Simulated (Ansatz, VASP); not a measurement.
# Ga4RuPt: VASP beside Ansatz

Contents of INCAR:

```
SYSTEM = Ga4RuPt
PREC = Accurate ; ENCUT = 600
EDIFF = 1E-7 ; ISMEAR = 0
SIGMA = 0.1 ; LREAL = .FALSE.
LASPH = .TRUE. ; NELM = 100
ALGO = Fast ; ISIF = 3
LWAVE = .FALSE. ; LCHARG = .FALSE.
GGA = PE ; IBRION = 2
NSW = 100 ; EDIFFG = -0.01
```

KPOINTS

```
regular mesh
0
G
  10 10 10
  0 0 0
```

POSCAR

```
Ga4RuPt
1.0
    0.0000000000      3.5941598978      3.5941598978
    3.5941598978      0.0000000000      3.5941598978
    3.5941598978      3.5941598978      0.0000000000
Ga Ru Pt
4 1 1
Direct
    0.6250847173      0.6250847173      0.1247458480
    0.6250847173      0.1247458480      0.6250847173
    0.1247458480      0.6250847173      0.6250847173
    0.6250847173      0.6250847173      0.6250847173
    0.0000000000      0.0000000000      0.0000000000
    0.2500000000      0.2500000000      0.2500000000
```

Input for Ansatz:

```yaml
crystal:
  lattice:
    - [0.0, 3.5941598978, 3.5941598978]
    - [3.5941598978, 0.0, 3.5941598978]
    - [3.5941598978, 3.5941598978, 0.0]
  atoms:
    - { symbol: Ga, position: [0.6250847173, 0.6250847173, 0.124745848] }
    - { symbol: Ga, position: [0.6250847173, 0.124745848, 0.6250847173] }
    - { symbol: Ga, position: [0.124745848, 0.6250847173, 0.6250847173] }
    - { symbol: Ga, position: [0.6250847173, 0.6250847173, 0.6250847173] }
    - { symbol: Ru, position: [0.0, 0.0, 0.0] }
    - { symbol: Pt, position: [0.25, 0.25, 0.25] }
basis:
  ecutwfc: 420
kpoints:
  mp_grid: { grid: [10, 10, 10] }
hamiltonian:
  xc: pbe
scf:
  occupations: { method: gaussian, width: 0.1 }
output:
  forces: true
  stress: true
  eigenvalues: true
relax:
  adjacent_minimum: "off"
  f_tol: 0.01
  max_steps: 80
  cell: { stress_tol: 0.05 }
```

Change from the starting cell: species swapped into the LuCdNi4 type (F-43m, No. 216).

Alike in both runs: task relaxation of cell and atoms; functional PBE; k mesh 10 × 10 × 10; occupations gaussian, width 0.1 eV; no spin polarisation.

|  | VASP | Ansatz |
| --- | --- | --- |
| version | VASP 6.6.1 | Ansatz 0.2.0 |
| potentials or method | VASP PAW PBE potentials, release 64 (Ga_d, Ru_pv, Pt), cutoff 600 eV | scalar-relativistic, plane waves, PAW |
| valence electrons in the cell | 76 | 86 |

```csv
,VASP,Ansatz,Ansatz less VASP
"gap on the k mesh at the Fermi level, each at its own relaxed structure (eV)",none,none,-
relaxed volume (Å³/atom),15.43,15.41,-0.026
relaxed length of the cell vector where the two differ most in proportion (Å),5.078,5.075,-0.0028
```

A gap of «none» marks a metal or a gap that the smearing closes. VASP's potentials hold 76 valence electrons a cell and Ansatz's 86, so a difference there can come from the potentials and not from the codes.

Spin-orbit coupling is off throughout.
